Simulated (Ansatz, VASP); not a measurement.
Two plane-wave programs on Ca

```xyz
1
Lattice="-2.2111 2.2111 2.2111 2.2111 -2.2111 2.2111 2.2111 2.2111 -2.2111" Properties=species:S:1:pos:R:3 pbc="T T T"
Ca    0.0000    0.0000    0.0000
```

Alike in both runs: functional r2SCAN; k mesh 10 × 10 × 10; occupations fermi-dirac, width 0.1 eV; no spin polarisation.

Ansatz relaxed the structure, and its values are those at the end. VASP's run is a single point on that final structure, the one shown.

|  | VASP | Ansatz |
| --- | --- | --- |
| version | VASP 6.6.1 | Ansatz 0.2.0 |
| potentials or method | VASP PAW PBE potentials, release 64 (Ca_sv), cutoff 520 eV | plane waves (500 eV) with PAW, scalar-relativistic |
| valence electrons in the cell | 10 | 10 |

```csv
,VASP,Ansatz,Ansatz less VASP
pressure (GPa),0.1,0.0,-0.06
```

VASP's potentials were made for PBE, not for r2SCAN.
